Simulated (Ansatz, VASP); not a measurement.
**Two plane-wave programs on P**

```xyz
4
Lattice="1.6587 -5.1454 0.0000 1.6587 5.1454 0.0000 0.0000 0.0000 4.1972" Properties=species:S:1:pos:R:3 pbc="T T T"
P     1.6587    4.0619    3.8913
P     1.6587   -1.0834    2.4045
P     1.6587   -4.0619    0.3059
P     1.6587    1.0834    1.7927
```

Alike in both runs: functional PBEsol; k mesh 14 × 14 × 10; occupations gaussian, width 0.1 eV; no spin polarisation.

Ansatz relaxed the structure, and its values are those at the end. VASP's run is a single point on that final structure, the one shown.

|  | VASP | Ansatz |
| --- | --- | --- |
| version | VASP 6.6.1 | Ansatz 0.2.0 |
| potentials or method | VASP PAW PBE potentials, release 64 (P), cutoff 520 eV | scalar-relativistic, plane waves, PAW |
| valence electrons in the cell | 20 | 20 |

```tsv
	VASP	Ansatz	Ansatz less VASP
gap on the k mesh at the Fermi level (eV)	none	none	-
pressure (GPa)	-0.1	0.0	+0.09
rms of the force components (eV/Å)	0.020	0.002	-0.0180
```

VASP's potentials were made for PBE, not for PBEsol. A gap of «none» marks a metal or a gap that the smearing closes. With one functional, cell and mesh, what is left measures potentials, basis and numerics.
